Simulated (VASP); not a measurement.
Here is a VASP 6.6.1 calculation.

INCAR

```
SYSTEM = BP2
PREC = Accurate ; ENCUT = 500
EDIFF = 1E-6 ; ISMEAR = 0
SIGMA = 0.2 ; LREAL = .False.
LASPH = .True. ; NELM = 120
ALGO = Normal ; ISIF = 2
LWAVE = .False. ; LCHARG = .False.
GGA = PE ; NBANDS = 14
GGA_COMPAT = .False.
```

Contents of KPOINTS:

```
regular mesh
0
Gamma
  6 6 6
  0 0 0
```

Contents of POSCAR:

```
BP2
1.0
    0.0000000000      2.6488265563      2.6488265563
    2.6488265563      0.0000000000      2.6488265563
    2.6488265563      2.6488265563      0.0000000000
B P
1 2
Direct
    0.5000000000      0.5000000000      0.5000000000
    0.2500000000      0.2500000000      0.2500000000
    0.7500000000      0.7500000000      0.7500000000
```

Potentials or basis: VASP PAW PBE potentials, release 64 (B, P).

Run with:

```console
$ cat potpaw_PBE.64/B/POTCAR potpaw_PBE.64/P/POTCAR > POTCAR
$ mpirun -np 1 vasp_std > vasp.out
```

(1) Predict the pressure.

## Answers

(1) 0.0 GPa.
